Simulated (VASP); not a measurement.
CO2, 18 atoms in the cell. The cell holds an amorphous packing of atoms, 18 atoms: a = 7.580 Å, b = 7.580 Å, c = 7.580 Å, α = 90.00°, β = 90.00°, γ = 90.00°. 

```yaml
Program: VASP 6.6.1
Task: single point
Functional: PBE
Dispersion: D3(BJ)
Potentials_or_basis: VASP PAW PBE potentials, release 64 (C, O)
Cutoff: 520 eV
k_mesh: 1 × 1 × 1
Occupations: fermi-dirac, width 0.05 eV
Spin: no spin polarisation
Dipole_correction: no
Further_INCAR_settings: LREAL = Auto; ALGO = Normal; EDIFF = 1e-07; NBANDS = 63
```

Potentials or basis: VASP PAW PBE potentials, release 64 (C, O).

Launch:

```bash
$ cat potpaw_PBE.64/C/POTCAR potpaw_PBE.64/O/POTCAR > POTCAR
$ mpirun -np 1 vasp_gam > vasp.out
```

Hardware: 1 thread of Intel(R) Xeon(R) 6975P-C (Granite Rapids), on a shared host.

Q: How long does it take, and how much memory?

A: Run time: 29 s on 1 thread of Intel(R) Xeon(R) 6975P-C (Granite Rapids) (shared host), peak memory 0.37 GiB. Counts: scf iterations 18, k points 1.
